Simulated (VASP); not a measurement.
# Ir (I4/mmm) in VASP: further runs

Ir is run at these levels: PBE; tasks: single point.

Everything below comes from runs of VASP 6.6.1. Logs are shortened: lines on timing, memory, paths and dates and some standing lists are left out, and cuts for length are marked.

**1. The cell of the first run**

Symmetry: I4/mmm, No. 139, tetragonal system. Conventional cell: a = 2.488 Å, b = 2.488 Å, c = 4.573 Å, α = 90.00°, β = 90.00°, γ = 90.00°. Within 3.3 Å of Ir (site symmetry 4/mmm) lie 12 Ir at 2.49 to 2.88 Å.

**2. Single point, PBE**

INCAR reads:

```
PREC     = Accurate       # precision mode
ENCUT    = 520            # plane-wave cutoff, eV
EDIFF    = 1E-6           # SCF threshold, eV
ISMEAR   = 0              # smearing method
SIGMA    = 0.15           # smearing width, eV
LREAL    = False          # projectors in reciprocal space
LASPH    = True           # aspherical terms in the spheres
NELM     = 60             # most SCF steps
ALGO     = Fast           # electronic algorithm
ISIF     = 2              # what is computed and relaxed
LWAVE    = False          # write WAVECAR
LCHARG   = False          # write CHGCAR
GGA      = PE             # functional
NBANDS   = 10             # bands
```

KPOINTS reads:

```
Automatic mesh
0
Gamma
  24 24 24
```

POSCAR reads:

```
Ir
1.0
    0.0000000000      1.7589449499      2.2866284348
    1.7589449499      0.0000000000      2.2866284348
    1.7589449499      1.7589449499      0.0000000000
Ir
1
Direct
    0.0000000000      0.0000000000      0.0000000000
```

Potentials or basis: VASP PAW PBE potentials, release 64 (Ir).

Command:

```sh
> cat potpaw_PBE.64/Ir/POTCAR > POTCAR
> mpirun -np 1 vasp_std > vasp.out
```

OUTCAR:

```text
PREC = Accurate
   ENCUT = 520
   EDIFF = 1E-6
   ISMEAR = 0
   LREAL = False
   LASPH = True
   NELM = 60
   ISIF = 2
   GGA = PE

 ion  position               nearest neighbor table
   1  0.000  0.000  0.000-

  LATTYP: Found a body centered tetragonal cell.
 ALAT       =     2.4875238036
 C/A-ratio  =     1.8384776310

  Lattice vectors:

 A1 = (  -1.7589449499,   0.0000000000,   2.2866284348)
 A2 = (   1.7589449499,   0.0000000000,   2.2866284348)
 A3 = (   0.0000000000,   1.7589449499,  -2.2866284348)

Analysis of symmetry for initial positions (statically):
=====================================================================
 Subroutine PRICEL returns:
 Original cell was already a primitive cell.

 Routine SETGRP: Setting up the symmetry group for a
 body centered tetragonal supercell.

 Subroutine GETGRP returns: Found 16 space group operations
 (whereof 16 operations were pure point group operations)
 out of a pool of 16 trial point group operations.

The static configuration has the point symmetry D_4h.

Analysis of symmetry for dynamics (positions and initial velocities):
=====================================================================
 Subroutine PRICEL returns:
 Original cell was already a primitive cell.

 Routine SETGRP: Setting up the symmetry group for a
 body centered tetragonal supercell.

 Subroutine GETGRP returns: Found 16 space group operations
 (whereof 16 operations were pure point group operations)
 out of a pool of 16 trial point group operations.

The dynamic configuration has the point symmetry D_4h.

 Subroutine INISYM returns: Found 16 space group operations
 (whereof 16 operations are pure point group operations),
 and found     1 'primitive' translations

----------------------------------------------------------------------------------------

                                     Primitive cell

  volume of cell :      14.1491

  direct lattice vectors                    reciprocal lattice vectors
     0.000000000  1.758944950  2.286628435    -0.284261312  0.284261312  0.218662548
     1.758944950  0.000000000  2.286628435     0.284261312 -0.284261312  0.218662548
     1.758944950  1.758944950  0.000000000     0.284261312  0.284261312 -0.218662548

  length of vectors
     2.884884215  2.884884215  2.487523804     0.457626810  0.457626810  0.457626810

  position of ions in fractional coordinates (direct lattice)
     0.000000000  0.000000000  0.000000000

  ion indices of the primitive-cell ions
[... 80 lines left out ...]
   ISIF   =      2    stress and relaxation
   ISYM   =      2    0-nonsym 1-usesym 2-fastsym
   POTIM  = 0.5000    time-step for ionic-motion
   TEBEG  =    0.0;   TEEND  =   0.0 temperature during run
   PSTRESS=    0.0 pullay stress
   NELECT =       9.0000    total number of electrons
   NUPDOWN=      -1.0000    fix difference up-down
   EMIN   =  10.00;   EMAX   =-10.00  energy-range for DOS
   EFERMI =   0.00;   METHOD = LEGACY
   ISMEAR =     0;   SIGMA  =   0.15  broadening in eV -4-tet -1-fermi 0-gaus
   EFERMI_NEDOS =   21; number of points for ismear=-14 and -15
   IALGO  =     68    algorithm
   IMIX   =      4    mixing-type and parameters
     AMIX     =   0.40;   BMIX     =  1.00
     AMIX_MAG =   1.60;   BMIX_MAG =  1.00
  volume/ion in A,a.u.               =      14.15        95.48
  Fermi-wavevector in a.u.,A,eV,Ry     =   1.407923  2.660589 26.970118  1.982248
  Thomas-Fermi vector in A             =   2.530133
   LORBIT       =      0    0 simple, 1 ext, 2 COOP (PROOUT), +10 PAW based schemes
   GGA     = PE    functional components
   LHFCALC =     F    Hartree Fock is set to
   AEXX    =    0.0000 exact exchange contribution
   IVDW    =     0    specifies the selected vdW correction
   LEPSILON=     F    determine dielectric tensor
   LRPA    =     F    only Hartree local field effects (RPA)
 non-spin polarized calculation
 RMM-DIIS sequential band-by-band and
 Gauss-broadening in eV      SIGMA  =   0.15
  energy-cutoff  :      520.00
  volume of cell :       14.15
 maximum number of plane-waves:       413
 NGX is ok and might be reduce to    24

 number of electron       9.0000000 magnetization

 Free energy of the ion-electron system (eV)
  ---------------------------------------------------
  ext. energy  EPLUGINS =         0.00000000
  ---------------------------------------------------
  free energy    TOTEN  =        -8.13423676 eV

  energy without entropy =       -8.12036670  energy(sigma->0) =       -8.12730173

 E-fermi :  10.3115     XC(G=0): -13.9505

 val. band max:       10.3114160953   @ k =  -0.0833   0.4583   0.4167
 cond. band min:      10.3125190063   @ k =  -0.4583   0.0417   0.5000
 fundamental gap:      0.0011029110
 Fermi energy:        10.3114820970

 k-point     1 :       0.0000    0.0000    0.0000
  band No.  band energies     occupation
      1      -0.6728      2.00000
      2       4.2654      2.00000
      3       6.4829      2.00000
      4       8.2650      2.00000
      5       8.2650      2.00000
      6      11.3677      0.00000
      7      25.8202      0.00000
      8      25.8910      0.00000
      9      33.0250      0.00000
     10      33.0250      0.00000
[... 287 lines left out ...]
 k-point    24 :       0.4583    0.0417    0.0000
  band No.  band energies     occupation
      1       2.4956      2.00000
      2       4.8565      2.00000
      3       8.2428      2.00000
      4       9.2139      2.00000
      5      10.8433      0.00000
      6      11.2585      0.00000
      7      19.0569      0.00000
      8      23.0531      0.00000
      9      30.9739      0.00000
     10      33.2687      0.00000

 [... further k-points ...]

------------------------ aborting loop because EDIFF is reached ----------------------------------------

  FORCE on cell =-STRESS in cart. coord.  units (eV):
  Direction    XX          YY          ZZ          XY          YZ          ZX
  --------------------------------------------------------------------------------------
  -------------------------------------------------------------------------------------
  Total        4.9663997      4.9663997     -2.2805558      0.0000000      0.0000000      0.0000000
  in kB      562.3700223    562.3700223   -258.2386165      0.0000000      0.0000000      0.0000000
  external PRESSURE =     288.8338094 kB  Pullay stress =       0.0000000 kB

 VOLUME and BASIS-vectors are now :
 -----------------------------------------------------------------------------
  energy-cutoff  :      520.00
  volume of cell :       14.15
      direct lattice vectors                 reciprocal lattice vectors
     0.000000000  1.758944950  2.286628435    -0.284261312  0.284261312  0.218662548
     1.758944950  0.000000000  2.286628435     0.284261312 -0.284261312  0.218662548
     1.758944950  1.758944950  0.000000000     0.284261312  0.284261312 -0.218662548

 POSITION                                       TOTAL-FORCE (eV/Angst)
 -----------------------------------------------------------------------------------
      0.00000      0.00000      0.00000        -0.000000      0.000000      0.000000
 -----------------------------------------------------------------------------------
    total drift:                                0.000000      0.000000     -0.000000

  FREE ENERGIE OF THE ION-ELECTRON SYSTEM (eV)
  ---------------------------------------------------
  free  energy   TOTEN  =        -8.1342367585 eV

  energy  without entropy=       -8.1203666979  energy(sigma->0) =       -8.12730173
```

OSZICAR:

```text
N       E                     dE             d eps       ncg     rms          rms(c)
DAV:   1     0.479640097749E+02    0.47964E+02   -0.43589E+03 21516   0.818E+02
DAV:   2    -0.768725276698E+01   -0.55651E+02   -0.52937E+02 21816   0.197E+02
DAV:   3    -0.858212412975E+01   -0.89487E+00   -0.89058E+00 24816   0.301E+01
DAV:   4    -0.859051662755E+01   -0.83925E-02   -0.83906E-02 24374   0.271E+00
DAV:   5    -0.859068422319E+01   -0.16760E-03   -0.16759E-03 24682   0.367E-01    0.164E+01
RMM:   6    -0.821571187543E+01    0.37497E+00   -0.28459E-01 22121   0.668E+00    0.734E+00
RMM:   7    -0.813816742625E+01    0.77544E-01   -0.13980E-01 22588   0.352E+00    0.173E+00
RMM:   8    -0.813388200100E+01    0.42854E-02   -0.18159E-02 24114   0.202E+00    0.196E-01
RMM:   9    -0.813422229641E+01   -0.34030E-03   -0.35864E-03 28094   0.500E-01    0.156E-01
RMM:  10    -0.813422178093E+01    0.51547E-06   -0.60133E-04 26646   0.325E-01    0.158E-01
RMM:  11    -0.813424653670E+01   -0.24756E-04   -0.26337E-04 26714   0.123E-01    0.624E-02
RMM:  12    -0.813423525381E+01    0.11283E-04   -0.59034E-05 24423   0.964E-02    0.159E-02
RMM:  13    -0.813423675563E+01   -0.15018E-05   -0.19685E-05 24363   0.303E-02    0.170E-02
RMM:  14    -0.813423675853E+01   -0.28961E-08   -0.14148E-06 15183   0.122E-02
   1 F= -.81342368E+01 E0= -.81273017E+01  d E =-.138701E-01
```

It took 2 min on 1 thread of Intel Xeon Platinum 8488C (Sapphire Rapids), shared host; peak memory 0.28 GiB.

What came out:

- Free energy: -8.1342 eV
- Pressure: 28.9 GPa

Caveat: spin-orbit coupling is left out, which moves the levels of the heavy elements.

**3. Single point, PBE**

This run uses another cell than the first one, of the same volume but with other edges.

INCAR reads:

```
PREC     = Accurate       # precision mode
ENCUT    = 520            # plane-wave cutoff, eV
EDIFF    = 1E-6           # SCF threshold, eV
ISMEAR   = 0              # smearing method
SIGMA    = 0.15           # smearing width, eV
LREAL    = F              # projectors in reciprocal space
LASPH    = T              # aspherical terms in the spheres
NELM     = 100            # most SCF steps
ALGO     = Fast           # electronic algorithm
ISIF     = 2              # what is computed and relaxed
LWAVE    = F              # write WAVECAR
LCHARG   = F              # write CHGCAR
GGA      = PE             # functional
NBANDS   = 10             # bands
```

KPOINTS is that of step 2.

POSCAR reads:

```
Ir
1.0
    0.0000000000      1.9738042925      1.8158999491
    1.9738042925      0.0000000000      1.8158999491
    1.9738042925      1.9738042925      0.0000000000
Ir
1
Direct
    0.0000000000      0.0000000000      0.0000000000
```

Potentials or basis: VASP PAW PBE potentials, release 64 (Ir).

Command:

```sh
> cat potpaw_PBE.64/Ir/POTCAR > POTCAR
> mpirun -np 1 vasp_std > vasp.out
```

It took 2.5 min on 1 thread of Intel Xeon Platinum 8488C (Sapphire Rapids), shared host; peak memory 0.27 GiB.

It converged, with:

```yaml
Free_energy: -8.7698 eV
Pressure: 11.0 GPa
```

Stress tensor (GPa, compression positive):
```
 1.35  0.00  0.00
 0.00  1.35  0.00
 0.00  0.00 30.33
```

Levels at points of the mesh, in eV from the Fermi level:
```csv
k point,band 1,band 2,band 3,band 4,band 5,band 6,band 7,band 8
"(0.00, 0.00, 0.00)",-11.10,-4.15,-4.15,-3.14,-1.90,-0.57,14.47,19.05
"(0.50, 0.00, 0.00)",-8.07,-4.53,-3.34,-0.72,0.57,1.25,7.35,13.77
"(0.50, 0.50, 0.00)",-7.82,-7.40,0.85,1.54,1.54,2.97,10.73,10.73
"(0.50, 0.00, 0.50)",-7.93,-7.22,0.80,0.95,1.15,1.92,9.83,11.81
```

Caveat: spin-orbit coupling is left out, which moves the levels of the heavy elements.

(Continued in part 2 of 2.)
